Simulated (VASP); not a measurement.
# ZnS (F-43m) in VASP: further runs

The runs below take ZnS through single point, with PBE0, B3LYP, PBE, PBEsol.

Everything below comes from runs of VASP 6.6.1. Logs are shortened: lines on timing, memory, paths and dates and some standing lists are left out, and cuts for length are marked.

**Experimental background.**

“Electronic, vibrational, and thermodynamic properties of ZnS (zincblende and rocksalt structure)”, 2009, arxiv:0911.5022 quotes, for a bulk crystal of ZnS at 19 K: band gap 3.85 eV (direct).

How close the calculation comes is told below.

### 1 The cell of the first run

The structure is cubic, space group F-43m (No. 216). Conventional cell: a = 5.404 Å, b = 5.404 Å, c = 5.404 Å, α = 90.00°, β = 90.00°, γ = 90.00°. Within 3.1 Å of Zn (site symmetry -43m) lie 4 S at 2.34 Å. Within 3.1 Å of S (site symmetry -43m) lie 4 Zn at 2.34 Å.

### 2 Single point, PBE0

The input, POSCAR:

```
ZnS
1.0
    0.0000000000      2.7020000000      2.7020000000
    2.7020000000      0.0000000000      2.7020000000
    2.7020000000      2.7020000000      0.0000000000
Zn S
1 1
Direct
    0.7500000000      0.7500000000      0.7500000000
    0.0000000000      0.0000000000      0.0000000000
```

The input, INCAR.step1:

```
PREC = Accurate
ENCUT = 520
EDIFF = 1E-5
ISMEAR = -1
SIGMA = 0.05
LREAL = F
LASPH = T
NELM = 80
ALGO = Normal
ISIF = 2
LWAVE = T
LCHARG = F
GGA = PE
NBANDS = 16
```

The input, INCAR.step2:

```
PREC = Accurate
ENCUT = 520
EDIFF = 1E-6
ISMEAR = -1
SIGMA = 0.05
LREAL = F
LASPH = T
NELM = 80
ALGO = Normal
ISIF = 2
LWAVE = F
LCHARG = F
GGA = PE
LHFCALC = T
AEXX = 0.25
PRECFOCK = Normal
ISTART = 1
NBANDS = 16
```

The input, KPOINTS:

```
regular mesh
0
Gamma
  5 5 5
```

Potentials or basis: VASP PAW PBE potentials, release 64 (Zn, S).

Started as:

```bash
cat potpaw_PBE.64/Zn/POTCAR potpaw_PBE.64/S/POTCAR > POTCAR
cp INCAR.step1 INCAR
mpirun -np 1 vasp_std > vasp.out
cp INCAR.step2 INCAR
mpirun -np 1 vasp_std > vasp.out
```

OUTCAR:

```text
PREC = Accurate
   ENCUT = 520
   EDIFF = 1E-6
   ISMEAR = -1
   LREAL = F
   LASPH = T
   NELM = 80
   ISIF = 2
   GGA = PE
   LHFCALC = T
   AEXX = 0.25
   PRECFOCK = Normal
   ISTART = 1

 ion  position               nearest neighbor table
   1  0.750  0.750  0.750-   2 2.34   2 2.34   2 2.34   2 2.34
   2  0.000  0.000  0.000-   1 2.34   1 2.34   1 2.34   1 2.34

  LATTYP: Found a face centered cubic cell.
 ALAT       =     5.4040000000

  Lattice vectors:

 A1 = (   0.0000000000,   2.7020000000,   2.7020000000)
 A2 = (   2.7020000000,   0.0000000000,   2.7020000000)
 A3 = (   2.7020000000,   2.7020000000,   0.0000000000)

Analysis of symmetry for initial positions (statically):
=====================================================================
 Subroutine PRICEL returns:
 Original cell was already a primitive cell.

 Routine SETGRP: Setting up the symmetry group for a
 face centered cubic supercell.

 Subroutine GETGRP returns: Found 24 space group operations
 (whereof 24 operations were pure point group operations)
 out of a pool of 48 trial point group operations.

The static configuration has the point symmetry T_d .

Analysis of symmetry for dynamics (positions and initial velocities):
=====================================================================
 Subroutine PRICEL returns:
 Original cell was already a primitive cell.

 Routine SETGRP: Setting up the symmetry group for a
 face centered cubic supercell.

 Subroutine GETGRP returns: Found 24 space group operations
 (whereof 24 operations were pure point group operations)
 out of a pool of 48 trial point group operations.

The dynamic configuration has the point symmetry T_d .

 Subroutine INISYM returns: Found 24 space group operations
 (whereof 24 operations are pure point group operations),
 and found     1 'primitive' translations

----------------------------------------------------------------------------------------

                                     Primitive cell

  volume of cell :      39.4535

  direct lattice vectors                    reciprocal lattice vectors
     0.000000000  2.702000000  2.702000000    -0.185048113  0.185048113  0.185048113
     2.702000000  0.000000000  2.702000000     0.185048113 -0.185048113  0.185048113
[... 72 lines left out ...]
   EDIFFG = 0.1E-04   stopping-criterion for IOM
   NSW    =      0    number of steps for IOM
   IBRION =     -1    ionic relax: 0-MD 1-quasi-New 2-CG
   NFREE  =      0    steps in history (QN), initial steepest desc. (CG)
   ISIF   =      2    stress and relaxation
   ISYM   =      3    0-nonsym 1-usesym 2-fastsym
   POTIM  = 0.5000    time-step for ionic-motion
   TEBEG  =    0.0;   TEEND  =   0.0 temperature during run
   PSTRESS=    0.0 pullay stress
   NELECT =      18.0000    total number of electrons
   NUPDOWN=      -1.0000    fix difference up-down
   EMIN   =  10.00;   EMAX   =-10.00  energy-range for DOS
   EFERMI =   0.00;   METHOD = LEGACY
   ISMEAR =    -1;   SIGMA  =   0.05  broadening in eV -4-tet -1-fermi 0-gaus
   EFERMI_NEDOS =   21; number of points for ismear=-14 and -15
   IALGO  =     38    algorithm
   IMIX   =      1    mixing-type and parameters
     AMIX     =   0.40;   BMIX     =  1.00
     AMIX_MAG =   1.60;   BMIX_MAG =  1.00
  volume/ion in A,a.u.               =      19.73       133.12
  Fermi-wavevector in a.u.,A,eV,Ry     =   1.260290  2.381602 21.610537  1.588330
  Thomas-Fermi vector in A             =   2.393807
   LORBIT       =      0    0 simple, 1 ext, 2 COOP (PROOUT), +10 PAW based schemes
   GGA     = PE    functional components
   LHFCALC =     T    Hartree Fock is set to
   PRECFOCK=normal    Normal, Fast or Accurate (Low or Medium for compatibility)
   ENCUT4O =  -1.0   cutoff for four orbital integrals eV
   NKREDX  =     1    reduce k-point grid by
   NKREDY  =     1    reduce k-point grid by
   NKREDZ  =     1    reduce k-point grid by
   AEXX    =    0.2500 exact exchange contribution
   HFSCREEN=    0.0000 screening length (either q_TF or 0.3 A-1)
   HFSCREENC=   0.0000 screening length for correlation (either q_TF or 0.3 A-1)
   ENCUTFOCK=  -1.0 apply spherical cutoff to Coloumb kernel
   IVDW    =     0    specifies the selected vdW correction
   LEPSILON=     F    determine dielectric tensor
   LRPA    =     F    only Hartree local field effects (RPA)
 non-spin polarized calculation
  energy-cutoff  :      520.00
  volume of cell :       39.45
 maximum number of plane-waves:      1073
  NGX = 24; NGY = 24; NGZ = 24

 number of electron      18.0000000 magnetization

 Free energy of the ion-electron system (eV)
  ---------------------------------------------------
  ext. energy  EPLUGINS =         0.00000000
  ---------------------------------------------------
  free energy    TOTEN  =        -8.94082728 eV

  energy without entropy =       -8.94082727  energy(sigma->0) =       -8.94082727

 E-fermi :   2.0110     XC(G=0):  -7.5919

 val. band max:        1.0014752894   @ k =   0.0000   0.0000   0.0000
 cond. band min:       5.0351286299   @ k =   0.0000   0.0000   0.0000
 fundamental gap:      4.0336533404
 Fermi energy:         2.0110357551

 k-point     1 :       0.0000    0.0000    0.0000
  band No.  band energies     occupation
      1     -13.3752      2.00000
      2      -6.8907      2.00000
      3      -6.8907      2.00000
      4      -6.8907      2.00000
      5      -6.4452      2.00000
      6      -6.4452      2.00000
[... 167 lines left out ...]
      3      -6.6830      2.00000
      4      -6.5257      2.00000
      5      -6.4298      2.00000
      6      -6.1293      2.00000
[... 8 lines left out ...]
     15      16.6681      0.00000
     16      19.0349      0.00000

------------------------ aborting loop because EDIFF is reached ----------------------------------------

  FORCE on cell =-STRESS in cart. coord.  units (eV):
  Direction    XX          YY          ZZ          XY          YZ          ZX
  --------------------------------------------------------------------------------------
  -------------------------------------------------------------------------------------
  Total        0.1620589      0.1620589      0.1620589      0.0000000      0.0000000      0.0000000
  in kB        6.5810841      6.5810841      6.5810841      0.0000000      0.0000000      0.0000000
  external PRESSURE =       6.5810841 kB  Pullay stress =       0.0000000 kB

 VOLUME and BASIS-vectors are now :
 -----------------------------------------------------------------------------
  energy-cutoff  :      520.00
  volume of cell :       39.45
      direct lattice vectors                 reciprocal lattice vectors
     0.000000000  2.702000000  2.702000000    -0.185048113  0.185048113  0.185048113
     2.702000000  0.000000000  2.702000000     0.185048113 -0.185048113  0.185048113
     2.702000000  2.702000000  0.000000000     0.185048113  0.185048113 -0.185048113

 POSITION                                       TOTAL-FORCE (eV/Angst)
 -----------------------------------------------------------------------------------
      4.05300      4.05300      4.05300        -0.000000     -0.000000     -0.000000
      0.00000      0.00000      0.00000         0.000000      0.000000      0.000000
 -----------------------------------------------------------------------------------
    total drift:                                0.000164      0.000102      0.000085

  FREE ENERGIE OF THE ION-ELECTRON SYSTEM (eV)
  ---------------------------------------------------
  free  energy   TOTEN  =        -8.9408272750 eV

  energy  without entropy=       -8.9408272749  energy(sigma->0) =       -8.94082727
```

OUTCAR.step1:

```text
PREC = Accurate
   ENCUT = 520
   EDIFF = 1E-5
   ISMEAR = -1
   LREAL = F
[... 394 lines left out ...]
      4.05300      4.05300      4.05300         0.000000     -0.000000      0.000000
      0.00000      0.00000      0.00000        -0.000000      0.000000     -0.000000
 -----------------------------------------------------------------------------------
    total drift:                                0.000001      0.000001      0.000001

  FREE ENERGIE OF THE ION-ELECTRON SYSTEM (eV)
  ---------------------------------------------------
  free  energy   TOTEN  =        -6.8358204052 eV

  energy  without entropy=       -6.8358204051  energy(sigma->0) =       -6.83582041
```

OSZICAR.step1:

```text
N       E                     dE             d eps       ncg     rms          rms(c)
DAV:   1     0.781835708034E+02    0.78184E+02   -0.85764E+03   328   0.132E+03
DAV:   2    -0.236477416983E+01   -0.80548E+02   -0.74402E+02   368   0.255E+02
DAV:   3    -0.722362526589E+01   -0.48589E+01   -0.48320E+01   400   0.584E+01
DAV:   4    -0.726705339615E+01   -0.43428E-01   -0.43421E-01   384   0.571E+00
DAV:   5    -0.726749698950E+01   -0.44359E-03   -0.44357E-03   408   0.567E-01    0.684E+00
DAV:   6    -0.685676124867E+01    0.41074E+00   -0.73891E-01   472   0.301E+01    0.535E+00
DAV:   7    -0.683603048160E+01    0.20731E-01   -0.25567E-01   368   0.452E+00    0.273E+00
DAV:   8    -0.683539854220E+01    0.63194E-03   -0.52800E-03   432   0.870E-01    0.733E-01
DAV:   9    -0.683565565045E+01   -0.25711E-03   -0.12656E-03   352   0.286E-01    0.970E-02
DAV:  10    -0.683582884178E+01   -0.17319E-03   -0.23393E-04   368   0.136E-01    0.465E-02
DAV:  11    -0.683582040517E+01    0.84366E-05   -0.34644E-05   392   0.777E-02
   1 F= -.68358204E+01 E0= -.68358204E+01  d E =-.672630E-10
```

It took 26 min on 1 thread of Intel Xeon 8259CL, shared host; peak memory 0.16 GiB.

What came out:

| Quantity | Value |
| --- | --- |
| Free energy | -8.9408 eV |
| Pressure | 0.7 GPa |
| Band gap on the k mesh | 4.03 eV |

Caveat: the PAW data sets were made with another functional, which shifts forces and pressure a little.

### 3 Single point, B3LYP

This run uses another cell than the first one, of 20.12 Å³/atom.

The input, POSCAR:

```
ZnS
1.0
    0.0000000000      2.7198945612      2.7198945612
    2.7198945612      0.0000000000      2.7198945612
    2.7198945612      2.7198945612      0.0000000000
Zn S
1 1
Direct
    0.7500000000      0.7500000000      0.7500000000
    0.0000000000      0.0000000000      0.0000000000
```

The input, INCAR.step1:

```
PREC = Accurate ; ENCUT = 520
EDIFF = 1E-5 ; ISMEAR = -1
SIGMA = 0.01 ; LREAL = False
LASPH = True ; NELM = 60
ALGO = Normal ; ISIF = 2
LWAVE = True ; LCHARG = False
GGA = PE ; NBANDS = 16
```

The input, INCAR.step2:

```
PREC = Accurate ; ENCUT = 520
EDIFF = 1E-6 ; ISMEAR = -1
SIGMA = 0.01 ; LREAL = False
LASPH = True ; NELM = 60
ALGO = Normal ; ISIF = 2
LWAVE = False ; LCHARG = False
GGA = B3 ; LHFCALC = True
AEXX = 0.2 ; AGGAX = 0.72
AGGAC = 0.81 ; ALDAC = 0.19
PRECFOCK = Normal ; ISTART = 1
NBANDS = 16
```

The input, KPOINTS:

```
regular mesh
0
Gamma
  6 6 6
```

Potentials or basis: VASP PAW PBE potentials, release 64 (Zn, S).

Started as:

```bash
cat potpaw_PBE.64/Zn/POTCAR potpaw_PBE.64/S/POTCAR > POTCAR
cp INCAR.step1 INCAR
mpirun -np 1 vasp_std > vasp.out
cp INCAR.step2 INCAR
mpirun -np 1 vasp_std > vasp.out
```

Wall time 42 min (1 thread of Intel Xeon Platinum 8259CL at 2.50GHz (Skylake/Cascade Lake), shared host); peak memory 0.19 GiB.

Results (log left out):

```yaml
Free_energy: -7.6394 eV
Pressure: 2.0 GPa
Band_gap_on_the_k_mesh: 3.54 eV
```

Levels at points of the mesh, in eV from the valence-band top:
| k point | band 5 | band 6 | band 7 | band 8 | band 9 | band 10 | band 11 | band 12 | band 13 | band 14 |
| --- | --- | --- | --- | --- | --- | --- | --- | --- | --- | --- |
| (0.00, 0.00, 0.00) | -7.22 | -7.22 | 0.00 | 0.00 | 0.00 | 3.54 | 8.07 | 8.07 | 8.07 | 13.60 |
| (0.50, 0.00, 0.00) | -7.19 | -7.00 | -5.40 | -0.88 | -0.88 | 4.83 | 8.60 | 8.60 | 10.59 | 13.92 |
| (0.50, 0.50, 0.00) | -7.15 | -6.96 | -4.87 | -2.24 | -2.24 | 4.94 | 5.64 | 12.71 | 13.80 | 13.80 |

Caveat: the PAW data sets were made with another functional, which shifts forces and pressure a little.

### 4 Single point, PBE

The input, INCAR:

```
PREC = Accurate
ENCUT = 520
EDIFF = 1E-6
ISMEAR = 0
SIGMA = 0.013000000000000001
LREAL = False
LASPH = True
NELM = 80
ALGO = Normal
ISIF = 2
LWAVE = False
LCHARG = True
GGA = PE
LELF = True
LVHAR = True
NBANDS = 16
```

The input, KPOINTS:

```
regular mesh
0
Gamma
  9 9 9
```

The input, POSCAR:

```
ZnS
1.0
    0.0000000000      2.7020000000      2.7020000000
    2.7020000000      0.0000000000      2.7020000000
    2.7020000000      2.7020000000      0.0000000000
Zn S
1 1
Direct
    0.7500000000      0.7500000000      0.7500000000
    0.0000000000      0.0000000000      0.0000000000
```

Started as:

```bash
cat potpaw_PBE.64/Zn/POTCAR potpaw_PBE.64/S/POTCAR > POTCAR
mpirun -np 1 vasp_std > vasp.out
```

Run time: 17 s. Hardware: 1 thread of Intel Xeon 8259CL, shared host; peak memory 0.16 GiB.

It converged, with:

| Item | Value |
| --- | --- |
| Free energy | -6.8473 eV |
| Pressure | 1.8 GPa |
| Band gap on the k mesh | 2.11 eV |

Levels at points of the mesh, in eV from the valence-band top:
```
           k point  band 5  band 6  band 7  band 8  band 9  band 10  band 11  band 12  band 13  band 14
(0.00, 0.00, 0.00)   -5.84   -5.84    0.00    0.00    0.00     2.11     6.40     6.40     6.40    11.76
```

PBE gaps usually lie below the measured ones, often by a third to a half.

### 5 Single point, PBEsol

The input, INCAR:

```
SYSTEM = ZnS
  ALGO = Normal
  EDIFF = 1E-6
  ENCUT = 520
  GGA = PS
  ISIF = 2
  ISMEAR = 0
  LASPH = .TRUE.
  LCHARG = .TRUE.
  LELF = .TRUE.
  LREAL = .FALSE.
  LVHAR = .TRUE.
  LWAVE = .FALSE.
  NBANDS = 16
  NELM = 100
  PREC = Accurate
  SIGMA = 0.1
```

The input, KPOINTS:

```
k-points
0
G
  9 9 9
  0 0 0
```

POSCAR is that of step 4.

Potentials or basis: VASP PAW PBE potentials, release 64 (Zn, S).

Started as:

```bash
cat potpaw_PBE.64/Zn/POTCAR potpaw_PBE.64/S/POTCAR > POTCAR
mpirun -np 1 vasp_std > vasp.out
```

OUTCAR:

```text
SYSTEM = ZnS
   EDIFF = 1E-6
   ENCUT = 520
   GGA = PS
   ISIF = 2
   ISMEAR = 0
   LASPH = .TRUE.
   LREAL = .FALSE.
   NELM = 100
   PREC = Accurate

 ion  position               nearest neighbor table
   1  0.750  0.750  0.750-   2 2.34   2 2.34   2 2.34   2 2.34
   2  0.000  0.000  0.000-   1 2.34   1 2.34   1 2.34   1 2.34

  LATTYP: Found a face centered cubic cell.
 ALAT       =     5.4040000000

  Lattice vectors:

 A1 = (   0.0000000000,   2.7020000000,   2.7020000000)
 A2 = (   2.7020000000,   0.0000000000,   2.7020000000)
 A3 = (   2.7020000000,   2.7020000000,   0.0000000000)

Analysis of symmetry for initial positions (statically):
=====================================================================
 Subroutine PRICEL returns:
 Original cell was already a primitive cell.

 Routine SETGRP: Setting up the symmetry group for a
 face centered cubic supercell.

 Subroutine GETGRP returns: Found 24 space group operations
 (whereof 24 operations were pure point group operations)
 out of a pool of 48 trial point group operations.

[... 156 lines left out ...]
  ext. energy  EPLUGINS =         0.00000000
  ---------------------------------------------------
  free energy    TOTEN  =        -7.58376857 eV

  energy without entropy =       -7.58376857  energy(sigma->0) =       -7.58376857

 E-fermi :   2.4619     XC(G=0):  -9.8500

 val. band max:        2.0129900883   @ k =   0.0000   0.0000   0.0000
 cond. band min:       3.9907566718   @ k =   0.0000   0.0000   0.0000
 fundamental gap:      1.9777665835
 Fermi energy:         2.4618665202

 k-point     1 :       0.0000    0.0000    0.0000
  band No.  band energies     occupation
      1     -11.1419      2.00000
      2      -4.3581      2.00000
      3      -4.3581      2.00000
      4      -4.3581      2.00000
      5      -3.8588      2.00000
      6      -3.8588      2.00000
[... 433 lines left out ...]
      3      -4.0281      2.00000
      4      -4.0281      2.00000
      5      -3.7851      2.00000
      6      -3.7042      2.00000
[... 8 lines left out ...]
     15      15.6465      0.00000
     16      16.9991      0.00000

 [... further k-points ...]
[... 5 lines left out ...]
  --------------------------------------------------------------------------------------
  -------------------------------------------------------------------------------------
  Total       -0.4401813     -0.4401813     -0.4401813     -0.0000000     -0.0000000     -0.0000000
  in kB      -17.8754139    -17.8754139    -17.8754139     -0.0000000     -0.0000000     -0.0000000
  external PRESSURE =     -17.8754139 kB  Pullay stress =       0.0000000 kB

 VOLUME and BASIS-vectors are now :
 -----------------------------------------------------------------------------
  energy-cutoff  :      520.00
  volume of cell :       39.45
      direct lattice vectors                 reciprocal lattice vectors
     0.000000000  2.702000000  2.702000000    -0.185048113  0.185048113  0.185048113
     2.702000000  0.000000000  2.702000000     0.185048113 -0.185048113  0.185048113
     2.702000000  2.702000000  0.000000000     0.185048113  0.185048113 -0.185048113

 POSITION                                       TOTAL-FORCE (eV/Angst)
 -----------------------------------------------------------------------------------
      4.05300      4.05300      4.05300        -0.000000     -0.000000     -0.000000
      0.00000      0.00000      0.00000         0.000000      0.000000      0.000000
 -----------------------------------------------------------------------------------
    total drift:                                0.000001      0.000001      0.000001

  FREE ENERGIE OF THE ION-ELECTRON SYSTEM (eV)
  ---------------------------------------------------
  free  energy   TOTEN  =        -7.5837685673 eV

  energy  without entropy=       -7.5837685673  energy(sigma->0) =       -7.58376857
```

Run time: 21 s. Hardware: 1 thread of Intel Xeon 8259CL, shared host; peak memory 0.16 GiB.

What came out:

```yaml
Free_energy: -7.5838 eV
Pressure: -1.8 GPa
Band_gap_on_the_k_mesh: 1.98 eV
```

Caveat: the PAW data sets were made with another functional, which shifts forces and pressure a little.

### 6 Summary

```tsv
level	cell	k mesh	smearing	grid for exact exchange (PRECFOCK)	share of exact exchange	gap on the mesh (eV)	pressure (GPa)
PBE0	a = 3.821 Å, angles 60.0°, 2 atoms	5 × 5 × 5	fermi-dirac 0.05 eV	Normal	0.25	4.03	0.7
B3LYP	a = 3.847 Å, angles 60.0°, 2 atoms	6 × 6 × 6	fermi-dirac 0.01 eV	Normal	0.2	3.54	2.0
PBE	a = 3.821 Å, angles 60.0°, 2 atoms	9 × 9 × 9	gaussian 0.013 eV	-	-	2.11	1.8
PBEsol	a = 3.821 Å, angles 60.0°, 2 atoms	9 × 9 × 9	gaussian 0.1 eV	-	-	1.98	-1.8
```

Alike in all rows: task single point; potentials or basis VASP PAW PBE potentials, release 64 (Zn, S); no spin polarisation; cutoff (eV) 520.

On the cell as given the gap runs from 1.98 eV (PBEsol) to 4.03 eV (PBE0); the meshes differ, which moves gaps too. The pressure there spans -1.8 GPa (PBEsol) to 1.8 GPa (PBE); a positive pressure means that this level wants a larger cell, a negative one a smaller.

Caveats: the PAW data sets were made with another functional, which shifts forces and pressure a little (at least some runs).

Total energies depend on the potentials used, so only differences within one code and one set of settings carry meaning.

### 7 Against experiment

Step 2. A measured gap of ZnS is 3.85 eV (direct; 19 K; quoted in “Electronic, vibrational, and thermodynamic properties of ZnS (zincblende and rocksalt structure)”, 2009, arxiv:0911.5022); the calculated 4.03 eV misses it by +0.18 eV. The value is that of PBE0, without temperature or zero-point motion.
